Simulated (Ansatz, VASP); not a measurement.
**Two plane-wave programs on Zn**

```
CELL_PARAMETERS angstrom
-2.78147 2.46807 1.28168
2.46807 -2.78147 1.28168
2.91845 2.91845 -1.85567
ATOMIC_POSITIONS crystal
Zn 0.98564 0.01436 0.00000
Zn 0.76436 0.23564 0.50000
```

Alike in both runs: task single point; functional BLYP; k mesh 17 × 17 × 9; occupations fermi-dirac, width 0.1 eV; no spin polarisation.

|  | VASP | Ansatz |
| --- | --- | --- |
| version | VASP 6.6.1 | Ansatz 0.2.0 |
| potentials or method | VASP PAW PBE potentials, release 64 (Zn), cutoff 520 eV | plane waves (420 eV) with PAW, scalar-relativistic |
| valence electrons in the cell | 24 | 24 |

```csv
,VASP,Ansatz,Ansatz less VASP
pressure (GPa),1.8,1.6,-0.17
"traceless stress, the component that is largest in VASP (GPa)",1.26,1.15,-0.112
```

VASP's potentials were made for PBE, not for BLYP.
